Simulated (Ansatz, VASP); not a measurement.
# Two plane-wave programs on Li2S

File POSCAR:

```
Li2S
1.0
    0.0000000000      2.8602660700      2.8602660700
    2.8602660700      0.0000000000      2.8602660700
    2.8602660700      2.8602660700      0.0000000000
Li S
2 1
Direct
    0.2500000000      0.2500000000      0.2500000000
    0.7500000000      0.7500000000      0.7500000000
    0.0000000000      0.0000000000      0.0000000000
```

INCAR.step1

```
SYSTEM = Li2S
PREC = Accurate
ENCUT = 830
ISMEAR = 1
SIGMA = 0.0616
LREAL = .False.
LASPH = .True.
NELM = 120
NBANDS = 13
GGA = PE
ALGO = Normal
EDIFF = 1E-5
LWAVE = .True.
LCHARG = .False.
GGA_COMPAT = .False.
```

INCAR.step2

```
SYSTEM = Li2S
PREC = Accurate
ENCUT = 830
EDIFF = 1E-6
ISMEAR = 1
SIGMA = 0.0616
LREAL = .False.
LASPH = .True.
NELM = 120
ALGO = Normal
ISIF = 2
LWAVE = .False.
LCHARG = .False.
METAGGA = R2SCAN
LMIXTAU = .True.
NBANDS = 13
ISTART = 1
GGA_COMPAT = .False.
```

Contents of KPOINTS:

```
regular mesh
0
Gamma
  8 8 8
  0 0 0
```

Input for Ansatz:

```yaml
crystal:
  lattice:
    - [0.0, 2.86026607, 2.86026607]
    - [2.86026607, 0.0, 2.86026607]
    - [2.86026607, 2.86026607, 0.0]
  atoms:
    - { symbol: Li, position: [0.25, 0.25, 0.25] }
    - { symbol: Li, position: [0.75, 0.75, 0.75] }
    - { symbol: S, position: [0.0, 0.0, 0.0] }
  symmetry: { tolerance: 0.0003 }
kpoints:
  mp_grid: { grid: [8, 8, 8], shift: [0, 0, 0] }
  band_path:
    path:
      - [0.0, 0.0, 0.0]
      - [0.5, 0.0, 0.5]
      - [0.625, 0.25, 0.625]
      - [0.375, 0.375, 0.75]
      - [0.0, 0.0, 0.0]
      - [0.5, 0.5, 0.5]
      - [0.5, 0.25, 0.75]
      - [0.5, 0.0, 0.5]
    npoints: 8
magnetization:
  spin_polarized: false
scf:
  occupations: { method: cold, width: 0.0616 }
  lower_state_search: "off"
  max_iter: 200
hamiltonian:
  pseudopotentials: { kind: paw }
  xc: r2scan
basis:
  ecutwfc: 500
  fft_grid_basis: typed
output:
  forces: true
  stress: true
  eigenvalues: true
  bader: true
  populations: true
  elf: true
  write_potential: true
  volumetric_format: npy
  dos:
    e_range: [-12, 8]
    de: 0.05
    projected: { site_lists: { Li: [Li], S: [S] } }
checkpoint:
  read: saved_state
```

Alike in both runs: task single point; functional r2SCAN; k mesh 8 × 8 × 8; no spin polarisation.

```csv
,VASP,Ansatz
version,VASP 6.6.1,Ansatz 0.2.0
potentials or method,"VASP PAW PBE potentials, release 64 (Li_sv, S), cutoff 830 eV",PAW plane waves
occupations,"methfessel-paxton of order 1, width 0.0616 eV","cold, width 0.0616 eV"
valence electrons in the cell,12,12
```

Ansatz gave:

```
gap on the k mesh at the Fermi level (eV) : 3.88
pressure (GPa)                            : -0.6
```

Problem. Which values does VASP return?

Solution. gap on the k mesh at the Fermi level (eV): 3.87; pressure (GPa): -0.8.

VASP's potentials were made for PBE, not for r2SCAN.
